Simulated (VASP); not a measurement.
# Ca (P4/mmm) in VASP: single point with PBE

Aim: the single point of Ca with PBE.

Everything below comes from runs of VASP 6.6.1. Logs are shortened: lines on timing, memory, paths and dates and some standing lists are left out, and cuts for length are marked.

## 1. The cell of the first run

The structure is tetragonal, space group P4/mmm (No. 123). The conventional cell has a = 3.489 Å, b = 3.489 Å, c = 3.227 Å, α = 90.00°, β = 90.00°, γ = 90.00°. Within 4.2 Å of Ca (site symmetry 4/mmm) lie 6 Ca at 3.23 to 3.49 Å.

## 2. Single point, PBE (strain -0.0750 x Voigt [0, 1, 0, 0, 0, 0])

File INCAR:

```
SYSTEM = Ca
ALGO = Fast
EDIFF = 1E-6
ENCUT = 520
GGA = PE
ISIF = 2
ISMEAR = 0
LASPH = .TRUE.
LCHARG = .FALSE.
LREAL = .FALSE.
LWAVE = .FALSE.
NBANDS = 11
NELM = 100
PREC = Accurate
SIGMA = 0.15
```

File KPOINTS:

```
k-points
0
G
  14 14 14
  0 0 0
```

File POSCAR:

```
Ca
1.0
    3.4886563400      0.0000000000      0.0000000000
    0.0000000000      3.2270071145      0.0000000000
    0.0000000000      0.0000000000      3.4886563400
Ca
1
Direct
    0.0000000000      0.0000000000      0.0000000000
```

Potentials or basis: VASP PAW PBE potentials, release 64 (Ca_sv).

Run with:

```sh
> cat potpaw_PBE.64/Ca_sv/POTCAR > POTCAR
> mpirun -np 1 vasp_std > vasp.out
```

OUTCAR:

```text
SYSTEM = Ca
   EDIFF = 1E-6
   ENCUT = 520
   GGA = PE
   ISIF = 2
   ISMEAR = 0
   LASPH = .TRUE.
   LREAL = .FALSE.
   NELM = 100
   PREC = Accurate

 ion  position               nearest neighbor table
   1  0.000  0.000  0.000-

  LATTYP: Found a simple tetragonal cell.
 ALAT       =     3.4886563400
 C/A-ratio  =     0.9250000000

  Lattice vectors:

 A1 = (  -3.4886563400,   0.0000000000,   0.0000000000)
 A2 = (   0.0000000000,   0.0000000000,   3.4886563400)
 A3 = (   0.0000000000,   3.2270071145,   0.0000000000)

Analysis of symmetry for initial positions (statically):
=====================================================================
 Subroutine PRICEL returns:
 Original cell was already a primitive cell.

 Routine SETGRP: Setting up the symmetry group for a
 simple tetragonal supercell.

 Subroutine GETGRP returns: Found 16 space group operations
 (whereof 16 operations were pure point group operations)
 out of a pool of 16 trial point group operations.

The static configuration has the point symmetry D_4h.

Analysis of symmetry for dynamics (positions and initial velocities):
=====================================================================
 Subroutine PRICEL returns:
 Original cell was already a primitive cell.

 Routine SETGRP: Setting up the symmetry group for a
 simple tetragonal supercell.

 Subroutine GETGRP returns: Found 16 space group operations
 (whereof 16 operations were pure point group operations)
 out of a pool of 16 trial point group operations.

The dynamic configuration has the point symmetry D_4h.

 Subroutine INISYM returns: Found 16 space group operations
 (whereof 16 operations are pure point group operations),
 and found     1 'primitive' translations

----------------------------------------------------------------------------------------

                                     Primitive cell

  volume of cell :      39.2750

  direct lattice vectors                    reciprocal lattice vectors
     3.488656340  0.000000000  0.000000000     0.286643310  0.000000000  0.000000000
     0.000000000  3.227007115  0.000000000     0.000000000  0.309884659  0.000000000
     0.000000000  0.000000000  3.488656340     0.000000000  0.000000000  0.286643310

  length of vectors
     3.488656340  3.227007115  3.488656340     0.286643310  0.309884659  0.286643310

  position of ions in fractional coordinates (direct lattice)
     0.000000000  0.000000000  0.000000000

  ion indices of the primitive-cell ions
   primitive index   ion index
                 1           1

----------------------------------------------------------------------------------------

 KPOINTS: k-points

Automatic generation of k-mesh.
 Grid dimensions read from file:
 generate k-points for:   14   14   14

 Generating k-lattice:

  Cartesian coordinates                     Fractional coordinates (reciprocal lattice)
     0.020474522  0.000000000  0.000000000     0.071428571  0.000000000  0.000000000
     0.000000000  0.022134619  0.000000000     0.000000000  0.071428571  0.000000000
     0.000000000  0.000000000  0.020474522     0.000000000  0.000000000  0.071428571

  Length of vectors
     0.020474522  0.022134619  0.020474522

  Shift w.r.t. Gamma in fractional coordinates (k-lattice)
     0.000000000  0.000000000  0.000000000

 Subroutine IBZKPT returns following result:
 ===========================================

 Found    288 irreducible k-points:

 Following reciprocal coordinates:
            Coordinates               Weight
  0.000000  0.000000  0.000000      1.000000
  0.071429  0.000000  0.000000      4.000000
  0.142857  0.000000  0.000000      4.000000
  0.214286  0.000000  0.000000      4.000000
  0.285714  0.000000  0.000000      4.000000
  0.357143  0.000000  0.000000      4.000000
[... 16 lines left out ...]
  0.428571  0.142857  0.000000      8.000000
  0.500000  0.142857  0.000000      4.000000
 [... further k-points ...]
   k-points           NKPTS =    288   k-points in BZ     NKDIM =    288   number of bands    NBANDS=     11
   number of dos      NEDOS =    301   number of ions     NIONS =      1
   total plane-waves  NPLWV =  18816
   dimension x,y,z NGX =    28 NGY =   24 NGZ =   28
   dimension x,y,z NGXF=    56 NGYF=   48 NGZF=   56
   ions per type =               1
   NGX,Y,Z   is equivalent  to a cutoff of  13.34, 12.36, 13.34 a.u.
   NGXF,Y,Z  is equivalent  to a cutoff of  26.69, 24.73, 26.69 a.u.
 SYSTEM =  Ca
   PREC   = accura    normal or accurate (medium, high low for compatibility)
   ISTART =      0    job   : 0-new  1-cont  2-samecut
   ICHARG =      2    charge: 1-file 2-atom 10-const
   ISPIN  =      1    spin polarized calculation?
   LNONCOLLINEAR =      F non collinear calculations
   LSORBIT =      F    spin-orbit coupling
   LASPH  =      T    aspherical Exc in radial PAW
   ENCUT  =  520.0 eV  38.22 Ry    6.18 a.u.   6.49  6.00  6.49*2*pi/ulx,y,z
   NELM   =    100;   NELMIN=  2; NELMDL= -5     # of ELM steps
   EDIFF  = 0.1E-05   stopping-criterion for ELM
   LREAL  =      F    real-space projection
   EDIFFG = 0.1E-04   stopping-criterion for IOM
   NSW    =      0    number of steps for IOM
   IBRION =     -1    ionic relax: 0-MD 1-quasi-New 2-CG
   NFREE  =      0    steps in history (QN), initial steepest desc. (CG)
   ISIF   =      2    stress and relaxation
   ISYM   =      2    0-nonsym 1-usesym 2-fastsym
   POTIM  = 0.5000    time-step for ionic-motion
   TEBEG  =    0.0;   TEEND  =   0.0 temperature during run
   PSTRESS=    0.0 pullay stress
   NELECT =      10.0000    total number of electrons
   NUPDOWN=      -1.0000    fix difference up-down
   EMIN   =  10.00;   EMAX   =-10.00  energy-range for DOS
   EFERMI =   0.00;   METHOD = LEGACY
   ISMEAR =     0;   SIGMA  =   0.15  broadening in eV -4-tet -1-fermi 0-gaus
   EFERMI_NEDOS =   21; number of points for ismear=-14 and -15
   IALGO  =     68    algorithm
   IMIX   =      4    mixing-type and parameters
     AMIX     =   0.40;   BMIX     =  1.00
     AMIX_MAG =   1.60;   BMIX_MAG =  1.00
  volume/ion in A,a.u.               =      39.28       265.04
  Fermi-wavevector in a.u.,A,eV,Ry     =   1.037615  1.960807 14.648631  1.076644
  Thomas-Fermi vector in A             =   2.172061
   LORBIT       =      0    0 simple, 1 ext, 2 COOP (PROOUT), +10 PAW based schemes
   GGA     = PE    functional components
   LHFCALC =     F    Hartree Fock is set to
   AEXX    =    0.0000 exact exchange contribution
   IVDW    =     0    specifies the selected vdW correction
   LEPSILON=     F    determine dielectric tensor
   LRPA    =     F    only Hartree local field effects (RPA)
 non-spin polarized calculation
 RMM-DIIS sequential band-by-band and
 Gauss-broadening in eV      SIGMA  =   0.15
  energy-cutoff  :      520.00
  volume of cell :       39.28
 maximum number of plane-waves:      1082
 NGX is ok and might be reduce to    28
   NGX = 13   NGY = 13   NGZ = 13

 number of electron      10.0000000 magnetization

 number of electron       9.9999999 magnetization

 Free energy of the ion-electron system (eV)
  ---------------------------------------------------
  ext. energy  EPLUGINS =         0.00000000
  ---------------------------------------------------
  free energy    TOTEN  =        -1.48804095 eV

  energy without entropy =       -1.47794416  energy(sigma->0) =       -1.48299256

 E-fermi :   2.1229     XC(G=0):  -7.9324

 val. band max:        2.1162882461   @ k =   0.4286   0.1429   0.0714
 cond. band min:       2.1254570449   @ k =   0.4286   0.4286   0.2857
 fundamental gap:      0.0091687988
 Fermi energy:         2.1228944704

 k-point     1 :       0.0000    0.0000    0.0000
  band No.  band energies     occupation
      1     -39.8951      2.00000
      2     -20.7749      2.00000
      3     -20.7749      2.00000
      4     -20.6985      2.00000
      5      -1.8182      2.00000
      6       2.9294      0.00000
      7       2.9534      0.00000
      8       6.3816      0.00000
      9       6.6725      0.00000
     10       6.6725      0.00000
     11      10.7619      0.00000

 k-point     2 :       0.0714    0.0000    0.0000
  band No.  band energies     occupation
      1     -39.8941      2.00000
      2     -20.7865      2.00000
      3     -20.7739      2.00000
      4     -20.6977      2.00000
      5      -1.7445      2.00000
      6       2.9458      0.00000
      7       2.9758      0.00000
      8       6.2915      0.00000
      9       6.6084      0.00000
     10       6.6771      0.00000
     11      10.3095      0.00000

 k-point     3 :       0.1429    0.0000    0.0000
  band No.  band energies     occupation
      1     -39.8913      2.00000
      2     -20.8188      2.00000
      3     -20.7712      2.00000
      4     -20.6952      2.00000
      5      -1.5272      2.00000
      6       2.9814      0.00000
      7       3.0332      0.00000
      8       6.0620      0.00000
      9       6.4385      0.00000
     10       6.6901      0.00000
     11       9.4201      0.00000

 k-point     4 :       0.2143    0.0000    0.0000
  band No.  band energies     occupation
      1     -39.8873      2.00000
      2     -20.8652      2.00000
      3     -20.7672      2.00000
      4     -20.6917      2.00000
      5      -1.1775      2.00000
      6       2.9751      0.00000
      7       3.1147      0.00000
      8       5.7738      0.00000
      9       6.2137      0.00000
     10       6.7089      0.00000
     11       8.5721      0.00000

 k-point     5 :       0.2857    0.0000    0.0000
  band No.  band energies     occupation
      1     -39.8829      2.00000
      2     -20.9162      2.00000
      3     -20.7628      2.00000
      4     -20.6878      2.00000
      5      -0.7131      2.00000
      6       2.8271      0.00000
      7       3.2114      0.00000
      8       5.4956      0.00000
      9       5.9869      0.00000
     10       6.7300      0.00000
     11       7.9676      0.00000
[... 211 lines left out ...]
 k-point    21 :       0.2857    0.1429    0.0000
  band No.  band energies     occupation
      1     -39.8737      2.00000
      2     -20.9060      2.00000
      3     -20.7733      2.00000
      4     -20.7548      2.00000
      5      -0.3926      2.00000
      6       2.9985      0.00000
      7       3.4207      0.00000
      8       5.4830      0.00000
      9       5.5582      0.00000
     10       6.3273      0.00000
     11       8.3616      0.00000

 k-point    22 :       0.3571    0.1429    0.0000
  band No.  band energies     occupation
      1     -39.8697      2.00000
      2     -20.9508      2.00000
      3     -20.7692      2.00000
      4     -20.7509      2.00000
      5       0.1489      2.00000
      6       2.6207      0.00000
      7       3.5264      0.00000
      8       5.3472      0.00000
      9       5.4379      0.00000
     10       6.3547      0.00000
     11       7.8864      0.00000

 k-point    23 :       0.4286    0.1429    0.0000
  band No.  band energies     occupation
      1     -39.8670      2.00000
      2     -20.9816      2.00000
      3     -20.7664      2.00000
      4     -20.7482      2.00000
      5       0.7486      2.00000
      6       2.0802      1.31293
      7       3.6070      0.00000
      8       5.2107      0.00000
      9       5.4404      0.00000
     10       6.3744      0.00000
     11       7.6534      0.00000

 k-point    24 :       0.5000    0.1429    0.0000
  band No.  band energies     occupation
      1     -39.8660      2.00000
      2     -20.9925      2.00000
      3     -20.7654      2.00000
      4     -20.7472      2.00000
      5       1.2364      2.00000
      6       1.6044      2.00000
      7       3.6374      0.00000
      8       5.1636      0.00000
      9       5.4425      0.00000
     10       6.3816      0.00000
     11       7.5917      0.00000

 [... further k-points ...]

------------------------ aborting loop because EDIFF is reached ----------------------------------------

  FORCE on cell =-STRESS in cart. coord.  units (eV):
  Direction    XX          YY          ZZ          XY          YZ          ZX
  --------------------------------------------------------------------------------------
  -------------------------------------------------------------------------------------
  Total       -0.1161421      1.3420921     -0.1161421      0.0000000      0.0000000      0.0000000
  in kB       -4.7378793     54.7490519     -4.7378793      0.0000000      0.0000000      0.0000000
  external PRESSURE =      15.0910978 kB  Pullay stress =       0.0000000 kB

 VOLUME and BASIS-vectors are now :
 -----------------------------------------------------------------------------
  energy-cutoff  :      520.00
  volume of cell :       39.28
      direct lattice vectors                 reciprocal lattice vectors
     3.488656340  0.000000000  0.000000000     0.286643310  0.000000000  0.000000000
     0.000000000  3.227007115  0.000000000     0.000000000  0.309884659  0.000000000
     0.000000000  0.000000000  3.488656340     0.000000000  0.000000000  0.286643310

 POSITION                                       TOTAL-FORCE (eV/Angst)
 -----------------------------------------------------------------------------------
      0.00000      0.00000      0.00000         0.000000      0.000000      0.000000
 -----------------------------------------------------------------------------------
    total drift:                               -0.000000      0.000000     -0.000000

  FREE ENERGIE OF THE ION-ELECTRON SYSTEM (eV)
  ---------------------------------------------------
  free  energy   TOTEN  =        -1.4880409496 eV

  energy  without entropy=       -1.4779441620  energy(sigma->0) =       -1.48299256
```

It took 38 s on 1 thread of Intel Xeon 6975P-C (Granite Rapids), shared host; peak memory 0.24 GiB.

Results:

| Quantity | Value |
| --- | --- |
| Free energy | -1.4880 eV |
| Pressure | 1.5 GPa |
| Band gap on the k mesh | zero (band 5 reaches 2.77 eV, above the bottom of band 6 at 1.58 eV) |

Stress tensor (GPa, compression positive):
```
-0.47  0.00  0.00
 0.00  5.47  0.00
 0.00  0.00 -0.47
```

Caveat: the cell differs from its parent crystal (strain -0.0750 x Voigt [0, 1, 0, 0, 0, 0]).
